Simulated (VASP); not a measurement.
# PtS2 in VASP: further runs, part 4 of 4

VASP 6.6.1.

### 6 Single point, PBE+D3(BJ)

Input file INCAR:

```
PREC = Accurate ; ENCUT = 520
EDIFF = 1E-6 ; ISMEAR = 0
SIGMA = 0.02 ; LREAL = F
LASPH = T ; NELM = 80
ALGO = Normal ; ISIF = 2
LWAVE = F ; LCHARG = F
LDIPOL = T ; IDIPOL = 3
DIPOL = 0.5 0.5 0.500 ; GGA = PE
IVDW = 12 ; NBANDS = 18
```

Input file KPOINTS:

```
regular mesh
0
Gamma
  9 9 1
```

Input file POSCAR:

```
PtS2
1.0
    3.4470000000      0.0000000000      0.0000000000
   -1.7235000000      2.9851895668      0.0000000000
    0.0000000000      0.0000000000     30.8254864268
S Pt
2 1
Direct
    0.6666666667      0.3333333333      0.4611198350
    0.3333333333      0.6666666667      0.5388801650
    0.0000000000      0.0000000000      0.5000000000
```

Potentials or basis: VASP PAW PBE potentials, release 64 (S, Pt).

Command:

```console
> cat potpaw_PBE.64/S/POTCAR potpaw_PBE.64/Pt/POTCAR > POTCAR
> mpirun -np 1 vasp_std > vasp.out
```

OUTCAR:

```text
PREC = Accurate
   ENCUT = 520
   EDIFF = 1E-6
   ISMEAR = 0
   LREAL = F
   LASPH = T
   NELM = 80
   ISIF = 2
   GGA = PE
   IVDW = 12
 IVDW          = 12

 ion  position               nearest neighbor table
   1  0.667  0.333  0.461-   3 2.32   3 2.32   3 2.32
   2  0.333  0.667  0.539-   3 2.32   3 2.32   3 2.32
   3  0.000  0.000  0.500-   1 2.32   2 2.32   2 2.32   1 2.32   1 2.32   2 2.32

  LATTYP: Found a hexagonal cell.
 ALAT       =     3.4470000000
 C/A-ratio  =     8.9426998627

  Lattice vectors:

 A1 = (   3.4470000000,   0.0000000000,   0.0000000000)
 A2 = (  -1.7235000000,   2.9851895668,   0.0000000000)
 A3 = (   0.0000000000,   0.0000000000,  30.8254864268)

Analysis of symmetry for initial positions (statically):
=====================================================================
 Subroutine PRICEL returns:
 Original cell was already a primitive cell.

 Routine SETGRP: Setting up the symmetry group for a
 hexagonal supercell.

 Subroutine GETGRP returns: Found 12 space group operations
 (whereof 12 operations were pure point group operations)
 out of a pool of 24 trial point group operations.

The static configuration has the point symmetry D_3d.

Analysis of symmetry for dynamics (positions and initial velocities):
=====================================================================
 Subroutine PRICEL returns:
 Original cell was already a primitive cell.

 Routine SETGRP: Setting up the symmetry group for a
 hexagonal supercell.

 Subroutine GETGRP returns: Found 12 space group operations
 (whereof 12 operations were pure point group operations)
 out of a pool of 24 trial point group operations.

The dynamic configuration has the point symmetry D_3d.

 Subroutine INISYM returns: Found 12 space group operations
 (whereof 12 operations are pure point group operations),
 and found     1 'primitive' translations

----------------------------------------------------------------------------------------

                                     Primitive cell

  volume of cell :     317.1927

  direct lattice vectors                    reciprocal lattice vectors
     3.447000000  0.000000000  0.000000000     0.290107340  0.167493551  0.000000000
    -1.723500000  2.985189567  0.000000000     0.000000000  0.334987101  0.000000000
     0.000000000  0.000000000 30.825486427     0.000000000  0.000000000  0.032440688

  length of vectors
     3.447000000  3.447000000 30.825486427     0.334987101  0.334987101  0.032440688

  position of ions in fractional coordinates (direct lattice)
     0.666666667  0.333333333  0.461119835
     0.333333333  0.666666667  0.538880165
     0.000000000  0.000000000  0.500000000

  ion indices of the primitive-cell ions
   primitive index   ion index
                 1           1
                 2           2
                 3           3

----------------------------------------------------------------------------------------

 KPOINTS: regular mesh

Automatic generation of k-mesh.
 Grid dimensions read from file:
 generate k-points for:    9    9    1

 Generating k-lattice:

[... 25 lines left out ...]
  0.333333  0.111111  0.000000     12.000000
  0.444444  0.111111  0.000000      6.000000
  0.222222  0.222222  0.000000      6.000000
  0.333333  0.222222  0.000000     12.000000
  0.333333  0.333333  0.000000      2.000000
   k-points           NKPTS =     12   k-points in BZ     NKDIM =     12   number of bands    NBANDS=     18
   number of dos      NEDOS =    301   number of ions     NIONS =      3
   total plane-waves  NPLWV = 188160
   dimension x,y,z NGX =    28 NGY =   28 NGZ =  240
   dimension x,y,z NGXF=    56 NGYF=   56 NGZF=  480
   ions per type =               2   1
   NGX,Y,Z   is equivalent  to a cutoff of  13.50, 13.50, 12.94 a.u.
   NGXF,Y,Z  is equivalent  to a cutoff of  27.01, 27.01, 25.89 a.u.
 SYSTEM =  unknown system
   PREC   = accura    normal or accurate (medium, high low for compatibility)
   ISTART =      0    job   : 0-new  1-cont  2-samecut
   ICHARG =      2    charge: 1-file 2-atom 10-const
   ISPIN  =      1    spin polarized calculation?
   LNONCOLLINEAR =      F non collinear calculations
   LSORBIT =      F    spin-orbit coupling
   LASPH  =      T    aspherical Exc in radial PAW
   ENCUT  =  520.0 eV  38.22 Ry    6.18 a.u.   6.41  6.41 57.31*2*pi/ulx,y,z
   NELM   =     80;   NELMIN=  2; NELMDL= -5     # of ELM steps
   EDIFF  = 0.1E-05   stopping-criterion for ELM
   LREAL  =      F    real-space projection
   EDIFFG = 0.1E-04   stopping-criterion for IOM
   NSW    =      0    number of steps for IOM
   IBRION =     -1    ionic relax: 0-MD 1-quasi-New 2-CG
   NFREE  =      0    steps in history (QN), initial steepest desc. (CG)
   ISIF   =      2    stress and relaxation
   ISYM   =      2    0-nonsym 1-usesym 2-fastsym
   POTIM  = 0.5000    time-step for ionic-motion
   TEBEG  =    0.0;   TEEND  =   0.0 temperature during run
   PSTRESS=    0.0 pullay stress
   NELECT =      22.0000    total number of electrons
   NUPDOWN=      -1.0000    fix difference up-down
   EMIN   =  10.00;   EMAX   =-10.00  energy-range for DOS
   EFERMI =   0.00;   METHOD = LEGACY
   ISMEAR =     0;   SIGMA  =   0.02  broadening in eV -4-tet -1-fermi 0-gaus
   EFERMI_NEDOS =   21; number of points for ismear=-14 and -15
   IALGO  =     38    algorithm
   IMIX   =      4    mixing-type and parameters
     AMIX     =   0.40;   BMIX     =  1.00
     AMIX_MAG =   1.60;   BMIX_MAG =  1.00
  volume/ion in A,a.u.               =     105.73       713.51
  Fermi-wavevector in a.u.,A,eV,Ry     =   0.672628  1.271082  6.155655  0.452428
  Thomas-Fermi vector in A             =   1.748804
   LORBIT       =      0    0 simple, 1 ext, 2 COOP (PROOUT), +10 PAW based schemes
   GGA     = PE    functional components
   LHFCALC =     F    Hartree Fock is set to
   AEXX    =    0.0000 exact exchange contribution
   IVDW    =    12    specifies the selected vdW correction
   LEPSILON=     F    determine dielectric tensor
   LRPA    =     F    only Hartree local field effects (RPA)
 non-spin polarized calculation
 Gauss-broadening in eV      SIGMA  =   0.02
  energy-cutoff  :      520.00
  volume of cell :      317.19
 maximum number of plane-waves:      8605
 NGX is ok and might be reduce to    28
   NGX = 13   NGY = 13   NGZ =115

 dipolmoment           0.000000      0.000000      0.000000 electrons x Angstroem

 number of electron      22.0000000 magnetization

 dipolmoment           0.000000      0.000000     -0.000000 electrons x Angstroem

 Free energy of the ion-electron system (eV)
  ---------------------------------------------------
  ext. energy  EPLUGINS =         0.00000000
  ---------------------------------------------------
  free energy    TOTEN  =       -15.21719424 eV

  energy without entropy =      -15.21719424  energy(sigma->0) =      -15.21719424

 E-fermi :  -4.0520     XC(G=0):  -2.1756

 val. band max:       -4.1908592421   @ k =   0.1111   0.0000   0.0000
 cond. band min:      -2.1941774607   @ k =   0.2222   0.0000   0.0000
 fundamental gap:      1.9966817814
 Fermi energy:        -4.0519642586

 k-point     1 :       0.0000    0.0000    0.0000
  band No.  band energies     occupation
      1     -18.9217      2.00000
      2     -16.2575      2.00000
      3     -10.4015      2.00000
      4     -10.4015      2.00000
      5      -9.9873      2.00000
      6      -7.4675      2.00000
[... 229 lines left out ...]
      5      -9.9790      2.00000
      6      -7.9360      2.00000
[... 10 lines left out ...]
     17       5.3711      0.00000
     18       5.5678      0.00000

------------------------ aborting loop because EDIFF is reached ----------------------------------------

 vacuum level on the upper side and lower side of the slab       (xc-potential included)        -0.143        -0.143

 Edisp (eV)   -0.88204

 E8    (eV) :    -0.3796

  FORCE on cell =-STRESS in cart. coord.  units (eV):
  Direction    XX          YY          ZZ          XY          YZ          ZX
  --------------------------------------------------------------------------------------
  -------------------------------------------------------------------------------------
  Total       4.96786     4.96786     3.33022    -0.00000     0.00000     0.00000
  in kB      25.09326    25.09326    16.82134    -0.00000     0.00000     0.00000
  external pressure =       22.34 kB  Pullay stress =        0.00 kB

 VOLUME and BASIS-vectors are now :
 -----------------------------------------------------------------------------
  energy-cutoff  :      520.00
  volume of cell :      317.19
      direct lattice vectors                 reciprocal lattice vectors
     3.447000000  0.000000000  0.000000000     0.290107340  0.167493551  0.000000000
    -1.723500000  2.985189567  0.000000000     0.000000000  0.334987101  0.000000000
     0.000000000  0.000000000 30.825486427     0.000000000  0.000000000  0.032440688

 POSITION                                       TOTAL-FORCE (eV/Angst)
 -----------------------------------------------------------------------------------
      1.72350      0.99506     14.21424         0.000000     -0.000000     -1.407386
     -0.00000      1.99013     16.61124        -0.000000      0.000000      1.407386
      0.00000      0.00000     15.41274         0.000000      0.000000      0.000000
 -----------------------------------------------------------------------------------
    total drift:                                0.000000      0.000000     -0.000000

  FREE ENERGIE OF THE ION-ELECTRON SYSTEM (eV)
  ---------------------------------------------------
  free  energy   TOTEN  =       -16.0992340149 eV

  energy  without entropy=      -16.0992340149  energy(sigma->0) =      -16.09923401

 vacuum level on the upper side and lower side of the slab         1.973         1.973
```

stdout:

```text
POSCAR found type information on POSCAR S Pt
 POSCAR found :  2 types and       3 ions
 scaLAPACK will be used
 LDA part: xc-table for (Slater+PW92), standard interpolation
 POSCAR, INCAR and KPOINTS ok, starting setup
 FFT: planning ... GRIDC
 FFT: planning ... GRID_SOFT
 FFT: planning ... GRID
 WAVECAR not read
 entering main loop
```

Wall time 2.5 min (1 thread of Intel Xeon 8259CL, shared host); peak memory 0.49 GiB.

Results:

```yaml
Free_energy: -16.0992 eV
Largest_force: 1.407 eV/Å
Band_gap_on_the_k_mesh: 2.00 eV (least direct gap 2.09 eV)
Dispersion_energy_per_atom: -0.294 eV
```

Forces on the atoms (eV/Å):
```
S    0.000  0.000 -1.407
S    0.000  0.000  1.407
Pt   0.000  0.000  0.000
```

Caveat: spin-orbit coupling is left out, which moves the levels of the heavy elements.

### 7 The runs side by side

```tsv
cell	gap on the mesh (eV)	largest force (eV/Å)
as given, atomic positions A	2.01	1.76
as given, atomic positions B	1.97	1.06
as given, atomic positions C	1.90	0.42
as given, atomic positions D	1.79	0.17
as given, atomic positions E	2.00	1.41
```

Alike in all rows: task single point; level PBE+D3(BJ); potentials or basis VASP PAW PBE potentials, release 64 (S, Pt); no spin polarisation; k mesh 9 × 9 × 1; cutoff (eV) 520; smearing gaussian 0.02 eV.

Caveats: spin-orbit coupling is left out, which moves the levels of the heavy elements.

Total energies depend on the potentials used, so only differences within one code and one set of settings carry meaning.
